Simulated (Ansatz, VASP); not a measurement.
# Two plane-wave programs on SiC

```xyz
4
Lattice="3.0755 0.0000 0.0000 -1.5378 2.6635 0.0000 0.0000 0.0000 5.0474" Properties=species:S:1:pos:R:3 pbc="T T T"
Si    0.0000    1.7757    0.0231
Si    1.5378    0.8878    2.5468
C     0.0000    1.7757    1.9202
C     1.5378    0.8878    4.4439
```

Alike in both runs: task single point; functional RPBE; k mesh 8 × 8 × 6; occupations gaussian, width 0.025 eV; no spin polarisation.

```csv
,VASP,Ansatz
version,VASP 6.6.1,Ansatz 0.2.0
potentials or method,"VASP PAW PBE potentials, release 64 (Si, C), cutoff 520 eV","scalar-relativistic, plane waves, PAW"
valence electrons in the cell,16,16
```

```tsv
	VASP	Ansatz	Ansatz less VASP
pressure (GPa)	6.3	6.8	+0.52
traceless stress, the component that is largest in VASP (GPa)	-0.17	-0.17	+0.001
```

VASP's potentials were made for PBE, not for RPBE.
